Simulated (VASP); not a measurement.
# LiNbO3 (R3c) in VASP: further runs

Aim: see how the results for LiNbO3 move with the level of theory and the settings. Levels: LDA, PBEsol. Tasks: relaxation of cell and atoms, single point.

Everything below comes from runs of VASP 6.6.1. Logs are shortened: lines on timing, memory, paths and dates and some standing lists are left out, and cuts for length are marked.

### Step 1. The cell of the first run

It takes space group R3c (No. 161, trigonal). Conventional cell: a = 5.190 Å, b = 5.190 Å, c = 14.014 Å, α = 90.00°, β = 90.00°, γ = 120.00°. Li (site symmetry 3) has 6 O at 2.08 to 2.27 Å within 2.8 Å. Within 2.5 Å of Nb (site symmetry 3) lie 6 O at 1.88 to 2.16 Å. Within 2.5 Å of O (site symmetry 1) lie 2 Nb at 1.88 to 2.16 Å and 2 Li at 2.08 to 2.27 Å.

### Step 2. Relaxation of cell and atoms, LDA

INCAR reads:

```
PREC     = Accurate       # precision mode
ENCUT    = 600            # plane-wave cutoff, eV
EDIFF    = 1E-6           # SCF threshold, eV
ISMEAR   = -1             # smearing method
SIGMA    = 0.02           # smearing width, eV
LREAL    = F              # projectors in reciprocal space
LASPH    = T              # aspherical terms in the spheres
NELM     = 100            # most SCF steps
ALGO     = Normal         # electronic algorithm
ISIF     = 3              # what is computed and relaxed
LWAVE    = F              # write WAVECAR
LCHARG   = F              # write CHGCAR
IBRION   = 2              # ionic algorithm
NSW      = 80             # ionic steps
EDIFFG   = -0.005         # ionic threshold
```

KPOINTS reads:

```
regular mesh
0
Gamma
  6 6 6
```

POSCAR reads:

```
LiNbO3
1.0
    2.5947508721      1.4980801145      4.6714923542
   -2.5947508721      1.4980801145      4.6714923542
    0.0000000000     -2.9961602290      4.6714923542
Li Nb O
2 2 6
Direct
    0.2816005399      0.2816005399      0.2816005399
    0.7816005399      0.7816005399      0.7816005399
    0.0004548821      0.0004548821      0.0004548821
    0.5004548821      0.5004548821      0.5004548821
    0.1104435796      0.3581703349      0.7211456635
    0.7211456635      0.1104435796      0.3581703349
    0.3581703349      0.7211456635      0.1104435796
    0.2211456635      0.8581703349      0.6104435796
    0.8581703349      0.6104435796      0.2211456635
    0.6104435796      0.2211456635      0.8581703349
```

Potentials or basis: VASP PAW LDA potentials, release 64 (Li_sv, Nb_sv, O).

On the command line:

```
> cat potpaw_LDA.64/Li_sv/POTCAR potpaw_LDA.64/Nb_sv/POTCAR potpaw_LDA.64/O/POTCAR > POTCAR
> mpirun -np 1 vasp_std > vasp.out
```

OUTCAR:

```text
PREC = Accurate
   ENCUT = 600
   EDIFF = 1E-6
   ISMEAR = -1
   LREAL = F
   LASPH = T
   NELM = 100
   ISIF = 3
   IBRION = 2
   NSW = 80
   EDIFFG = -0.005

 ion  position               nearest neighbor table
   1  0.282  0.282  0.282-   9 2.08  10 2.08   8 2.08   6 2.27   7 2.27   5 2.27
   2  0.782  0.782  0.782-   5 2.08   6 2.08   7 2.08  10 2.27   8 2.27   9 2.27
   3  0.000  0.000  0.000-   7 1.88   6 1.88   5 1.88  10 2.16   8 2.16   9 2.16
   4  0.500  0.500  0.500-   8 1.88  10 1.88   9 1.88   6 2.16   7 2.16   5 2.16
   5  0.110  0.358  0.721-   3 1.88   2 2.08   4 2.16   1 2.27
   6  0.721  0.110  0.358-   3 1.88   2 2.08   4 2.16   1 2.27
   7  0.358  0.721  0.110-   3 1.88   2 2.08   4 2.16   1 2.27
   8  0.221  0.858  0.610-   4 1.88   1 2.08   3 2.16   2 2.27
   9  0.858  0.610  0.221-   4 1.88   1 2.08   3 2.16   2 2.27
  10  0.610  0.221  0.858-   4 1.88   1 2.08   3 2.16   2 2.27

  LATTYP: Found a trigonal (rhomboedric) cell.
 ALAT       =     5.5497582770
 COS(alpha) =     0.5628070061

  Lattice vectors:

 A1 = (   2.5947508721,   1.4980801145,   4.6714923542)
 A2 = (  -2.5947508721,   1.4980801145,   4.6714923542)
 A3 = (   0.0000000000,  -2.9961602290,   4.6714923542)

Analysis of symmetry for initial positions (statically):
=====================================================================
 Subroutine PRICEL returns:
 Original cell was already a primitive cell.

 Routine SETGRP: Setting up the symmetry group for a
 trigonal (rhombohedral) supercell.

 Subroutine GETGRP returns: Found  6 space group operations
 (whereof  3 operations were pure point group operations)
 out of a pool of 12 trial point group operations.

The static configuration has the point symmetry C_3 .
 The point group associated with its full space group is C_3v.

Analysis of symmetry for dynamics (positions and initial velocities):
=====================================================================
 Subroutine PRICEL returns:
 Original cell was already a primitive cell.

 Routine SETGRP: Setting up the symmetry group for a
 trigonal (rhombohedral) supercell.

 Subroutine GETGRP returns: Found  6 space group operations
 (whereof  3 operations were pure point group operations)
 out of a pool of 12 trial point group operations.

The dynamic configuration has the point symmetry C_3 .
 The point group associated with its full space group is C_3v.

 Subroutine INISYM returns: Found  6 space group operations
 (whereof  3 operations are pure point group operations),
 and found     1 'primitive' translations

----------------------------------------------------------------------------------------

                                     Primitive cell

  volume of cell :     108.9526

  direct lattice vectors                    reciprocal lattice vectors
     2.594750872  1.498080115  4.671492354     0.192696727  0.111253507  0.071354785
    -2.594750872  1.498080115  4.671492354    -0.192696727  0.111253507  0.071354785
     0.000000000 -2.996160229  4.671492354     0.000000000 -0.222507014  0.071354785

  length of vectors
     5.549758277  5.549758277  5.549758277     0.233668305  0.233668305  0.233668305

  position of ions in fractional coordinates (direct lattice)
     0.281600540  0.281600540  0.281600540
     0.781600540  0.781600540  0.781600540
     0.000454882  0.000454882  0.000454882
     0.500454882  0.500454882  0.500454882
     0.110443580  0.358170335  0.721145664
     0.721145664  0.110443580  0.358170335
     0.358170335  0.721145664  0.110443580
     0.221145664  0.858170335  0.610443580
     0.858170335  0.610443580  0.221145664
     0.610443580  0.221145664  0.858170335

  ion indices of the primitive-cell ions
   primitive index   ion index
                 1           1
                 2           2
                 3           3
                 4           4
                 5           5
                 6           6
                 7           7
                 8           8
                 9           9
                10          10

[... 48 lines left out ...]
   LRPA    =     F    only Hartree local field effects (RPA)
 conjugate gradient relaxation of ions
 non-spin polarized calculation
  energy-cutoff  :      600.00
  volume of cell :      108.95
 maximum number of plane-waves:      3666
 NGX is ok and might be reduce to    48
   NGX = 23   NGY = 23   NGZ = 23

--------------------------------------- Ionic step        1  -------------------------------------------

 number of electron      67.9999993 magnetization

 Free energy of the ion-electron system (eV)
  ---------------------------------------------------
  ext. energy  EPLUGINS =         0.00000000
  ---------------------------------------------------
  free energy    TOTEN  =       -87.40751852 eV

  energy without entropy =      -87.40751852  energy(sigma->0) =      -87.40751852

------------------------ aborting loop because EDIFF is reached ----------------------------------------

  FORCE on cell =-STRESS in cart. coord.  units (eV):
  Direction    XX          YY          ZZ          XY          YZ          ZX
  --------------------------------------------------------------------------------------
  -------------------------------------------------------------------------------------
  Total       -6.8636397     -6.8636397     -6.7525732      0.0000000      0.0000000      0.0000000
  in kB     -100.9316707   -100.9316707    -99.2984081      0.0000000      0.0000000      0.0000000
  external PRESSURE =    -100.3872498 kB  Pullay stress =       0.0000000 kB
[... 113 lines left out ...]
  FREE ENERGIE OF THE ION-ELECTRON SYSTEM (eV)
  ---------------------------------------------------
  free  energy   TOTEN  =       -87.5732708574 eV

  energy  without entropy=      -87.5732708574  energy(sigma->0) =      -87.57327086

[... ionic steps 4 to 23 ...]

--------------------------------------- Ionic step       24  -------------------------------------------

 number of electron      68.0000000 magnetization

------------------------ aborting loop because EDIFF is reached ----------------------------------------

  FORCE on cell =-STRESS in cart. coord.  units (eV):
  Direction    XX          YY          ZZ          XY          YZ          ZX
  --------------------------------------------------------------------------------------
  -------------------------------------------------------------------------------------
  Total       -0.0327431     -0.0327431      0.0085102      0.0000000      0.0000000      0.0000000
  in kB       -0.5184025     -0.5184025      0.1347363      0.0000000      0.0000000      0.0000000
  external PRESSURE =      -0.3006896 kB  Pullay stress =       0.0000000 kB
[... 73 lines left out ...]
  energy  without entropy=      -87.6474082821  energy(sigma->0) =      -87.64740828

--------------------------------------- Ionic step       26  -------------------------------------------

 number of electron      68.0000000 magnetization

 Free energy of the ion-electron system (eV)
  ---------------------------------------------------
  ext. energy  EPLUGINS =         0.00000000
  ---------------------------------------------------
  free energy    TOTEN  =       -87.64740793 eV

  energy without entropy =      -87.64740793  energy(sigma->0) =      -87.64740793

 E-fermi :   4.2334     XC(G=0): -11.6007

 val. band max:        3.7493267285   @ k =   0.1667   0.1667   0.1667
 cond. band min:       7.2127018161   @ k =   0.0000   0.0000   0.0000
 fundamental gap:      3.4633750876
 Fermi energy:         4.2333694921

 k-point     1 :       0.0000    0.0000    0.0000
  band No.  band energies     occupation
      1     -49.9994      2.00000
      2     -49.9793      2.00000
      3     -37.4894      2.00000
      4     -37.4850      2.00000
      5     -26.5319      2.00000
      6     -26.5319      2.00000
[... 1021 lines left out ...]
     39       9.0052      0.00000
     40       9.1905      0.00000

 [... further k-points ...]

------------------------ aborting loop because EDIFF is reached ----------------------------------------

  FORCE on cell =-STRESS in cart. coord.  units (eV):
  Direction    XX          YY          ZZ          XY          YZ          ZX
  --------------------------------------------------------------------------------------
  -------------------------------------------------------------------------------------
  Total       -0.0126795     -0.0126795      0.0248959      0.0000000      0.0000000      0.0000000
  in kB       -0.2007592     -0.2007592      0.3941848      0.0000000      0.0000000      0.0000000
  external PRESSURE =      -0.0024446 kB  Pullay stress =       0.0000000 kB
[... 25 lines left out ...]
  FREE ENERGIE OF THE ION-ELECTRON SYSTEM (eV)
  ---------------------------------------------------
  free  energy   TOTEN  =       -87.6474079298 eV

  energy  without entropy=      -87.6474079298  energy(sigma->0) =      -87.64740793

 reached required accuracy - stopping structural energy minimisation
```

Wall time 52 min (1 thread of Intel Xeon Platinum 8259CL at 2.50GHz (Skylake/Cascade Lake), shared host); peak memory 0.37 GiB.

What came out:

```
Free energy                           : -87.6474 eV
Relaxed volume                        : 10.12 Å³/atom
Relaxed cell                          : a = 5.415 Å, b = 5.415 Å, c = 5.415 Å, α = 55.75°, β = 55.75°, γ = 55.75°
Space group after relaxing (to 0.1 Å) : R3c (No. 161)
Energy gained by relaxing             : 24.0 meV/atom
Ionic steps                           : 26
Pressure after relaxing               : 0.0 GPa
Largest force after relaxing          : 0.004 eV/Å
Band gap on the k mesh                : 3.46 eV (least direct gap 3.49 eV)
```

Forces in eV/Å, atoms in the order of the input:
```
Li   0.000  0.000  0.004
Li   0.000  0.000  0.004
Nb   0.000  0.000  0.004
Nb   0.000  0.000  0.004
O    0.000 -0.003 -0.003
O    0.002  0.002 -0.003
O   -0.002  0.001 -0.003
O    0.002  0.001 -0.003
O    0.000 -0.003 -0.003
O   -0.002  0.002 -0.003
```

The path:
```csv
step,energy change (eV),largest force (eV/Å),pressure (GPa),volume (Å³)
1,0.0000,0.2493,-10.04,108.95
2,0.0808,1.4813,14.18,98.54
3,-0.1658,0.6513,-0.34,104.08
4,-0.2256,0.1591,0.34,102.21
5,-0.2258,0.1584,0.42,102.10
6,-0.2301,0.0932,-0.91,102.43
7,-0.2302,0.0880,-1.16,102.49
8,-0.2332,0.0616,-0.97,102.29
9,-0.2380,0.0454,-0.35,101.70
10,-0.2382,0.0627,-0.20,101.56
11,-0.2391,0.0409,-0.06,101.40
12,-0.2397,0.0082,0.16,101.14
13,-0.2398,0.0133,-0.08,101.22
14,-0.2398,0.0123,-0.07,101.22
15,-0.2399,0.0088,-0.04,101.22
16,-0.2399,0.0090,-0.02,101.22
17,-0.2399,0.0082,0.00,101.20
18,-0.2399,0.0062,0.09,101.17
19,-0.2399,0.0068,0.08,101.18
20,-0.2399,0.0086,0.03,101.19
21,-0.2399,0.0070,0.05,101.18
22,-0.2399,0.0059,0.05,101.18
23,-0.2399,0.0051,0.03,101.19
24,-0.2399,0.0076,-0.03,101.20
25,-0.2399,0.0063,-0.02,101.19
26,-0.2399,0.0041,0.00,101.19
```

Final structure:
```
CELL_PARAMETERS angstrom
2.53163 1.46164 4.55771
-2.53163 1.46164 4.55771
0.00000 -2.92328 4.55771
ATOMIC_POSITIONS crystal
Li 0.28194 0.28194 0.28194
Li 0.78194 0.78194 0.78194
Nb 0.99820 0.99820 0.99820
Nb 0.49820 0.49820 0.49820
O 0.10618 0.36742 0.71807
O 0.71807 0.10618 0.36742
O 0.36742 0.71807 0.10618
O 0.21807 0.86742 0.60618
O 0.86742 0.60618 0.21807
O 0.60618 0.21807 0.86742
```

Levels at points of the mesh, in eV from the valence-band top:
```
           k point  band 30  band 31  band 32  band 33  band 34  band 35  band 36  band 37  band 38  band 39
(0.00, 0.00, 0.00)    -0.63    -0.62    -0.51    -0.02    -0.02     3.46     3.46     3.89     5.16     5.16
(0.50, 0.00, 0.00)    -0.46    -0.30    -0.30    -0.19    -0.19     3.91     3.91     4.75     4.75     4.97
(0.50, 0.50, 0.00)    -0.94    -0.68    -0.67    -0.43    -0.24     3.54     4.05     4.57     4.66     5.34
(0.50, 0.50, 0.50)    -0.70    -0.30    -0.30    -0.30    -0.30     4.68     4.68     4.90     4.90     4.90
```

Caveat: the cutoff is under 1.25 times the usual one of these potentials, so pressure, stress and relaxed cells hold a basis-set (Pulay) error. Zero-point motion and thermal expansion aren't in these numbers.

### Step 3. Single point, LDA

This run uses another cell than the first one, of 10.15 Å³/atom.

INCAR reads:

```
SYSTEM = LiNbO3
PREC = Accurate
ENCUT = 520
EDIFF = 1E-6
ISMEAR = -1
SIGMA = 0.02
LREAL = .False.
LASPH = .True.
NELM = 100
ALGO = Normal
ISIF = 2
LWAVE = .False.
LCHARG = .True.
GGA = CA
LELF = .True.
LVHAR = .True.
NBANDS = 45
```

KPOINTS reads:

```
regular mesh
0
Gamma
  6 6 6
  0 0 0
```

POSCAR reads:

```
LiNbO3
1.0
    2.5339539575      1.4629789994      4.5624215947
   -2.5339539575      1.4629789994      4.5624215947
    0.0000000000     -2.9259579989      4.5624215947
Li Nb O
2 2 6
Direct
    0.2821129384      0.2821129384      0.2821129384
    0.7821129384      0.7821129384      0.7821129384
   -0.0015515631     -0.0015515631     -0.0015515631
    0.4984484369      0.4984484369      0.4984484369
    0.1064909101      0.3666177134      0.7181450011
    0.7181450011      0.1064909101      0.3666177134
    0.3666177134      0.7181450011      0.1064909101
    0.2181450011      0.8666177134      0.6064909101
    0.8666177134      0.6064909101      0.2181450011
    0.6064909101      0.2181450011      0.8666177134
```

Potentials or basis: VASP PAW LDA potentials, release 64 (Li_sv, Nb_sv, O).

On the command line:

```
> cat potpaw_LDA.64/Li_sv/POTCAR potpaw_LDA.64/Nb_sv/POTCAR potpaw_LDA.64/O/POTCAR > POTCAR
> mpirun -np 1 vasp_std > vasp.out
```

Wall time 2.6 min (1 thread of Intel Xeon Platinum 8259CL at 2.50GHz (Skylake/Cascade Lake), shared host); peak memory 0.27 GiB.

Results (log left out):

* Free energy: -87.6059 eV
* Largest force: 0.056 eV/Å
* Band gap on the k mesh: 3.49 eV (least direct gap 3.51 eV)

Forces on the atoms (eV/Å):
```
Li   0.000  0.000  0.000
Li   0.000  0.000  0.000
Nb   0.000  0.000 -0.056
Nb   0.000  0.000 -0.056
O   -0.011  0.028  0.019
O   -0.019 -0.024  0.019
O    0.030 -0.005  0.019
O   -0.030 -0.005  0.019
O    0.011  0.028  0.019
O    0.019 -0.024  0.019
```

Levels at points of the mesh, in eV from the valence-band top:
```tsv
k point	band 30	band 31	band 32	band 33	band 34	band 35	band 36	band 37	band 38	band 39
(0.00, 0.00, 0.00)	-0.64	-0.62	-0.52	-0.02	-0.02	3.49	3.49	3.92	5.18	5.18
(0.50, 0.00, 0.00)	-0.46	-0.29	-0.29	-0.19	-0.19	3.91	3.91	4.76	4.76	4.98
(0.50, 0.50, 0.00)	-0.95	-0.68	-0.67	-0.43	-0.23	3.56	4.07	4.59	4.66	5.35
(0.50, 0.50, 0.50)	-0.69	-0.30	-0.30	-0.30	-0.30	4.69	4.69	4.91	4.91	4.91
```

Caveat: the cutoff is under 1.25 times the usual one of these potentials, so pressure, stress and relaxed cells hold a basis-set (Pulay) error.

### Step 4. Single point, PBEsol

This run uses another cell than the first one, of 10.52 Å³/atom.

INCAR reads:

```
SYSTEM = LiNbO3
PREC     = Accurate       ! precision mode
ENCUT    = 520            ! plane-wave cutoff, eV
EDIFF    = 1E-6           ! SCF threshold, eV
ISMEAR   = -1             ! smearing method
SIGMA    = 0.02           ! smearing width, eV
LREAL    = .False.        ! projectors in reciprocal space
LASPH    = .True.         ! aspherical terms in the spheres
NELM     = 60             ! most SCF steps
ALGO     = Normal         ! electronic algorithm
ISIF     = 2              ! what is computed and relaxed
LWAVE    = .False.        ! write WAVECAR
LCHARG   = .True.         ! write CHGCAR
GGA      = PS             ! functional
LELF     = .True.         ! ELF
LVHAR    = .True.       
NBANDS   = 45             ! bands
```

KPOINTS reads:

```
Automatic mesh
0
Gamma
  6 6 6
  0 0 0
```

POSCAR reads:

```
LiNbO3
1.0
    2.5673401864      1.4822545477      4.6082963184
   -2.5673401864      1.4822545477      4.6082963184
    0.0000000000     -2.9645090954      4.6082963184
Li Nb O
2 2 6
Direct
    0.2817272977      0.2817272977      0.2817272977
    0.7817272977      0.7817272977      0.7817272977
   -0.0006652811     -0.0006652811     -0.0006652811
    0.4993347189      0.4993347189      0.4993347189
    0.1102977721      0.3608971264      0.7195580850
    0.7195580850      0.1102977721      0.3608971264
    0.3608971264      0.7195580850      0.1102977721
    0.2195580850      0.8608971264      0.6102977721
    0.8608971264      0.6102977721      0.2195580850
    0.6102977721      0.2195580850      0.8608971264
```

Potentials or basis: VASP PAW PBE potentials, release 64 (Li_sv, Nb_sv, O).

On the command line:

```
> cat potpaw_PBE.64/Li_sv/POTCAR potpaw_PBE.64/Nb_sv/POTCAR potpaw_PBE.64/O/POTCAR > POTCAR
> mpirun -np 1 vasp_std > vasp.out
```

Wall time 3.3 min (1 thread of Intel Xeon Platinum 8259CL at 2.50GHz (Skylake/Cascade Lake), shared host); peak memory 0.31 GiB.

It converged, with:

* Free energy: -83.4469 eV
* Largest force: 0.036 eV/Å
* Band gap on the k mesh: 3.51 eV (least direct gap 3.52 eV)

Forces in eV/Å, atoms in the order of the input:
```
Li   0.000  0.000  0.002
Li   0.000  0.000  0.002
Nb   0.000  0.000 -0.036
Nb   0.000  0.000 -0.036
O    0.011  0.007  0.011
O   -0.012  0.005  0.011
O    0.001 -0.013  0.011
O   -0.001 -0.013  0.011
O   -0.011  0.007  0.011
O    0.012  0.005  0.011
```

Levels at points of the mesh, in eV from the valence-band top:
| k point | band 31 | band 32 | band 33 | band 34 | band 35 | band 36 | band 37 | band 38 |
| --- | --- | --- | --- | --- | --- | --- | --- | --- |
| (0.00, 0.00, 0.00) | -0.67 | -0.50 | -0.01 | -0.01 | 3.51 | 3.51 | 3.96 | 5.14 |
| (0.50, 0.00, 0.00) | -0.30 | -0.30 | -0.22 | -0.22 | 3.87 | 3.87 | 4.70 | 4.70 |
| (0.50, 0.50, 0.00) | -0.70 | -0.67 | -0.47 | -0.20 | 3.59 | 4.10 | 4.60 | 4.61 |
| (0.50, 0.50, 0.50) | -0.32 | -0.32 | -0.32 | -0.32 | 4.62 | 4.62 | 4.84 | 4.84 |

Caveat: the cutoff is under 1.25 times the usual one of these potentials, so pressure, stress and relaxed cells hold a basis-set (Pulay) error; the PAW data sets were made with another functional, which shifts forces and pressure a little.

### Step 5. The runs side by side

| task | level | potentials or basis | cell | cutoff (eV) | gap on the mesh (eV) | largest force (eV/Å) |
| --- | --- | --- | --- | --- | --- | --- |
| relaxation of cell and atoms | LDA | VASP PAW LDA potentials, release 64 (Li_sv, Nb_sv, O) | relaxed from a = 5.550 Å, angles 55.7°, 10 atoms, atomic positions A | 600 | 3.46 | - |
| single point | LDA | VASP PAW LDA potentials, release 64 (Li_sv, Nb_sv, O) | a = 5.420 Å, angles 55.7°, 10 atoms, atomic positions B | 520 | 3.49 | 0.06 |
| single point | PBEsol | VASP PAW PBE potentials, release 64 (Li_sv, Nb_sv, O) | a = 5.479 Å, angles 55.9°, 10 atoms, atomic positions C | 520 | 3.51 | 0.04 |

Alike in all rows: no spin polarisation; k mesh 6 × 6 × 6; smearing fermi-dirac 0.02 eV.

Caveats: the cutoff is under 1.25 times the usual one of these potentials, so pressure, stress and relaxed cells hold a basis-set (Pulay) error; the PAW data sets were made with another functional, which shifts forces and pressure a little (at least some runs).

Total energies depend on the potentials used, so only differences within one code and one set of settings carry meaning.
